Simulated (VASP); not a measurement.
# SrCl2 (Fm-3m) in VASP: a series of runs

SrCl2 is run at these levels: PBEsol; tasks: single point.

All numbers are computed with VASP 6.6.1; they aren't measurements. Logs are shortened: lines on timing, memory, paths and dates and some standing lists are left out, and cuts for length are marked.

### Step 1. The cell of the first run

Symmetry: Fm-3m, No. 225, cubic system. Conventional cell: a = 5.904 Å, b = 5.904 Å, c = 5.904 Å, α = 90.00°, β = 90.00°, γ = 90.00°. Within 3.4 Å of Sr (site symmetry m-3m) lie 8 Cl at 2.56 Å. Within 3.4 Å of Cl (site symmetry -43m) lie 4 Sr at 2.56 Å and 6 Cl at 2.95 Å.

### Step 2. Single point, PBEsol (volume scaled by 0.6)

Contents of INCAR:

```
  PREC = Accurate
  ENCUT = 520
  EDIFF = 1E-6
  ISMEAR = -1
  SIGMA = 0.03
  LREAL = F
  LASPH = T
  NELM = 80
  ALGO = Normal
  ISIF = 2
  LWAVE = F
  LCHARG = F
  GGA = PS
  NBANDS = 19
```

Contents of KPOINTS:

```
Automatic mesh
0
Gamma
  7 7 7
```

Contents of POSCAR:

```
SrCl2
1.0
    0.0000000000      2.9518012124      2.9518012124
    2.9518012124      0.0000000000      2.9518012124
    2.9518012124      2.9518012124      0.0000000000
Sr Cl
1 2
Direct
    0.0000000000      0.0000000000      0.0000000000
    0.7500000000      0.7500000000      0.7500000000
    0.2500000000      0.2500000000      0.2500000000
```

Potentials or basis: VASP PAW PBE potentials, release 64 (Sr_sv, Cl).

The run is started by

```sh
cat potpaw_PBE.64/Sr_sv/POTCAR potpaw_PBE.64/Cl/POTCAR > POTCAR
mpirun -np 1 vasp_std > vasp.out
```

OUTCAR:

```text
PREC = Accurate
   ENCUT = 520
   EDIFF = 1E-6
   ISMEAR = -1
   LREAL = F
   LASPH = T
   NELM = 80
   ISIF = 2
   GGA = PS

 ion  position               nearest neighbor table
   1  0.000  0.000  0.000-   2 2.56   2 2.56   2 2.56   2 2.56   3 2.56   3 2.56   3 2.56   3 2.56

   2  0.750  0.750  0.750-   1 2.56   1 2.56   1 2.56   1 2.56
   3  0.250  0.250  0.250-   1 2.56   1 2.56   1 2.56   1 2.56

  LATTYP: Found a face centered cubic cell.
 ALAT       =     5.9036024248

  Lattice vectors:

 A1 = (   0.0000000000,   2.9518012124,   2.9518012124)
 A2 = (   2.9518012124,   0.0000000000,   2.9518012124)
 A3 = (   2.9518012124,   2.9518012124,   0.0000000000)

Analysis of symmetry for initial positions (statically):
=====================================================================
 Subroutine PRICEL returns:
 Original cell was already a primitive cell.

 Routine SETGRP: Setting up the symmetry group for a
 face centered cubic supercell.

 Subroutine GETGRP returns: Found 48 space group operations
 (whereof 48 operations were pure point group operations)
 out of a pool of 48 trial point group operations.

The static configuration has the point symmetry O_h .

Analysis of symmetry for dynamics (positions and initial velocities):
=====================================================================
 Subroutine PRICEL returns:
 Original cell was already a primitive cell.

 Routine SETGRP: Setting up the symmetry group for a
 face centered cubic supercell.

 Subroutine GETGRP returns: Found 48 space group operations
 (whereof 48 operations were pure point group operations)
 out of a pool of 48 trial point group operations.

The dynamic configuration has the point symmetry O_h .

 Subroutine INISYM returns: Found 48 space group operations
 (whereof 48 operations are pure point group operations),
 and found     1 'primitive' translations

----------------------------------------------------------------------------------------

                                     Primitive cell

  volume of cell :      51.4389

  direct lattice vectors                    reciprocal lattice vectors
     0.000000000  2.951801212  2.951801212    -0.169388100  0.169388100  0.169388100
     2.951801212  0.000000000  2.951801212     0.169388100 -0.169388100  0.169388100
[... 78 lines left out ...]
   LSORBIT =      F    spin-orbit coupling
   LASPH  =      T    aspherical Exc in radial PAW
   ENCUT  =  520.0 eV  38.22 Ry    6.18 a.u.   7.76  7.76  7.76*2*pi/ulx,y,z
   NELM   =     80;   NELMIN=  2; NELMDL= -5     # of ELM steps
   EDIFF  = 0.1E-05   stopping-criterion for ELM
   LREAL  =      F    real-space projection
   EDIFFG = 0.1E-04   stopping-criterion for IOM
   NSW    =      0    number of steps for IOM
   IBRION =     -1    ionic relax: 0-MD 1-quasi-New 2-CG
   NFREE  =      0    steps in history (QN), initial steepest desc. (CG)
   ISIF   =      2    stress and relaxation
   ISYM   =      2    0-nonsym 1-usesym 2-fastsym
   POTIM  = 0.5000    time-step for ionic-motion
   TEBEG  =    0.0;   TEEND  =   0.0 temperature during run
   PSTRESS=    0.0 pullay stress
   NELECT =      24.0000    total number of electrons
   NUPDOWN=      -1.0000    fix difference up-down
   EMIN   =  10.00;   EMAX   =-10.00  energy-range for DOS
   EFERMI =   0.00;   METHOD = LEGACY
   ISMEAR =    -1;   SIGMA  =   0.03  broadening in eV -4-tet -1-fermi 0-gaus
   EFERMI_NEDOS =   21; number of points for ismear=-14 and -15
   IALGO  =     38    algorithm
   IMIX   =      4    mixing-type and parameters
     AMIX     =   0.40;   BMIX     =  1.00
     AMIX_MAG =   1.60;   BMIX_MAG =  1.00
  volume/ion in A,a.u.               =      17.15       115.71
  Fermi-wavevector in a.u.,A,eV,Ry     =   1.269740  2.399461 21.935853  1.612240
  Thomas-Fermi vector in A             =   2.402765
   LORBIT       =      0    0 simple, 1 ext, 2 COOP (PROOUT), +10 PAW based schemes
   GGA     = PS    functional components
   LHFCALC =     F    Hartree Fock is set to
   AEXX    =    0.0000 exact exchange contribution
   IVDW    =     0    specifies the selected vdW correction
   LEPSILON=     F    determine dielectric tensor
   LRPA    =     F    only Hartree local field effects (RPA)
 non-spin polarized calculation
  energy-cutoff  :      520.00
  volume of cell :       51.44
 maximum number of plane-waves:      1411
   NGX = 15   NGY = 15   NGZ = 15

 number of electron      24.0000003 magnetization

 Free energy of the ion-electron system (eV)
  ---------------------------------------------------
  ext. energy  EPLUGINS =         0.00000000
  ---------------------------------------------------
  free energy    TOTEN  =       -10.00150329 eV

  energy without entropy =      -10.00150329  energy(sigma->0) =      -10.00150329

 E-fermi :   5.1388     XC(G=0): -10.9018

 val. band max:        4.5065528075   @ k =  -0.4286   0.4286   0.0000
 cond. band min:       9.2053198221   @ k =   0.4286   0.4286   0.0000
 fundamental gap:      4.6987670146
 Fermi energy:         5.1387641447

 k-point     1 :       0.0000    0.0000    0.0000
  band No.  band energies     occupation
      1     -27.3945      2.00000
      2     -10.8958      2.00000
      3      -9.7438      2.00000
      4      -9.7438      2.00000
      5      -9.7438      2.00000
      6      -8.5069      2.00000
[... 417 lines left out ...]
      6      -7.4879      2.00000
[... 11 lines left out ...]
     18      16.1248      0.00000
     19      16.2378      0.00000

------------------------ aborting loop because EDIFF is reached ----------------------------------------

  FORCE on cell =-STRESS in cart. coord.  units (eV):
  Direction    XX          YY          ZZ          XY          YZ          ZX
  --------------------------------------------------------------------------------------
  -------------------------------------------------------------------------------------
  Total       16.7712770     16.7712770     16.7712770      0.0000000     -0.0000000      0.0000000
  in kB      522.3786270    522.3786270    522.3786270      0.0000000     -0.0000000      0.0000000
  external PRESSURE =     522.3786270 kB  Pullay stress =       0.0000000 kB

 VOLUME and BASIS-vectors are now :
 -----------------------------------------------------------------------------
  energy-cutoff  :      520.00
  volume of cell :       51.44
      direct lattice vectors                 reciprocal lattice vectors
     0.000000000  2.951801212  2.951801212    -0.169388100  0.169388100  0.169388100
     2.951801212  0.000000000  2.951801212     0.169388100 -0.169388100  0.169388100
     2.951801212  2.951801212  0.000000000     0.169388100  0.169388100 -0.169388100

 POSITION                                       TOTAL-FORCE (eV/Angst)
 -----------------------------------------------------------------------------------
      0.00000      0.00000      0.00000        -0.000000      0.000000     -0.000000
      4.42770      4.42770      4.42770        -0.000000     -0.000000     -0.000000
      1.47590      1.47590      1.47590         0.000000      0.000000      0.000000
 -----------------------------------------------------------------------------------
    total drift:                                0.000000     -0.000000      0.000000

  FREE ENERGIE OF THE ION-ELECTRON SYSTEM (eV)
  ---------------------------------------------------
  free  energy   TOTEN  =       -10.0015032891 eV

  energy  without entropy=      -10.0015032891  energy(sigma->0) =      -10.00150329
```

OSZICAR:

```text
N       E                     dE             d eps       ncg     rms          rms(c)
DAV:   1     0.135410237855E+03    0.13541E+03   -0.12747E+04   760   0.122E+03
DAV:   2    -0.396509574176E+01   -0.13938E+03   -0.13611E+03   979   0.238E+02
DAV:   3    -0.101789783954E+02   -0.62139E+01   -0.61915E+01  1060   0.489E+01
DAV:   4    -0.103470262063E+02   -0.16805E+00   -0.16786E+00  1125   0.696E+00
DAV:   5    -0.103499563308E+02   -0.29301E-02   -0.29299E-02  1049   0.862E-01    0.451E+01
DAV:   6    -0.100582844098E+02    0.29167E+00   -0.35881E-01   844   0.326E+00    0.272E+01
DAV:   7    -0.100067856608E+02    0.51499E-01   -0.34751E-01   897   0.342E+00    0.133E+00
DAV:   8    -0.100004824591E+02    0.63032E-02   -0.42424E-02   864   0.119E+00    0.348E-01
DAV:   9    -0.100012096825E+02   -0.72722E-03   -0.16551E-03   886   0.295E-01    0.179E-01
DAV:  10    -0.100014504678E+02   -0.24079E-03   -0.23304E-04   904   0.907E-02    0.572E-02
DAV:  11    -0.100014933084E+02   -0.42841E-04   -0.26185E-05   923   0.338E-02    0.154E-02
DAV:  12    -0.100015030962E+02   -0.97878E-05   -0.11578E-05   866   0.211E-02    0.600E-03
DAV:  13    -0.100015032891E+02   -0.19292E-06   -0.58895E-07   865   0.573E-03
   1 F= -.10001503E+02 E0= -.10001503E+02  d E =-.326525E-10
```

stdout:

```text
POSCAR found type information on POSCAR SrCl
 POSCAR found :  2 types and       3 ions
 scaLAPACK will be used
 -----------------------------------------------------------------------------
|                                                                             |
|                                                                             |
|     You enforced a specific xc type in the INCAR file but a different       |
|     I HOPE YOU KNOW WHAT YOU ARE DOING!                                     |
|                                                                             |
 -----------------------------------------------------------------------------

 LDA part: xc-table for (Slater+PW92), standard interpolation
 POSCAR, INCAR and KPOINTS ok, starting setup
 FFT: planning ... GRIDC
 FFT: planning ... GRID_SOFT
 FFT: planning ... GRID
 WAVECAR not read
 entering main loop
```

Wall time 18 s (1 thread of Intel Xeon Platinum 8375C at 2.90GHz (Ice Lake), shared host); peak memory 0.18 GiB.

What came out:

```yaml
Free_energy: -10.0015 eV
Pressure: 52.2 GPa
Band_gap_on_the_k_mesh: 4.70 eV, indirect (least direct gap 4.90 eV)
```

Caveat: the PAW data sets were made with another functional, which shifts forces and pressure a little.

### Step 3. Single point, PBEsol (volume scaled by 0.6)

Contents of INCAR:

```
SYSTEM = SrCl2
PREC     = Accurate       ! precision mode
ENCUT    = 520            ! plane-wave cutoff, eV
EDIFF    = 1E-7           ! SCF threshold, eV
ISMEAR   = -1             ! smearing method
SIGMA    = 0.03           ! smearing width, eV
LREAL    = .FALSE.        ! projectors in reciprocal space
LASPH    = .TRUE.         ! aspherical terms in the spheres
NELM     = 100            ! most SCF steps
ALGO     = Normal         ! electronic algorithm
ISIF     = 2              ! what is computed and relaxed
LWAVE    = .FALSE.        ! write WAVECAR
LCHARG   = .FALSE.        ! write CHGCAR
GGA      = PS             ! functional
NBANDS   = 19             ! bands
```

Contents of KPOINTS:

```
regular mesh
0
G
  7 7 7
  0 0 0
```

POSCAR is that of step 2.

Potentials or basis: VASP PAW PBE potentials, release 64 (Sr_sv, Cl).

The run is started by

```sh
cat potpaw_PBE.64/Sr_sv/POTCAR potpaw_PBE.64/Cl/POTCAR > POTCAR
mpirun -np 1 vasp_std > vasp.out
```

It took 26 s on 1 thread of Intel Xeon Platinum 8375C at 2.90GHz (Ice Lake), shared host; peak memory 0.18 GiB.

Results (log left out):

* Free energy: -10.0015 eV
* Pressure: 52.2 GPa
* Band gap on the k mesh: 4.70 eV, indirect (least direct gap 4.90 eV)

Levels at points of the mesh, in eV from the valence-band top:
| k point | band 10 | band 11 | band 12 | band 13 | band 14 | band 15 |
| --- | --- | --- | --- | --- | --- | --- |
| (0.00, 0.00, 0.00) | -0.51 | -0.51 | -0.51 | 4.84 | 4.84 | 7.08 |

Caveat: the PAW data sets were made with another functional, which shifts forces and pressure a little. A k mesh can miss the band edges.

(Part 1 of 2 ends here.)
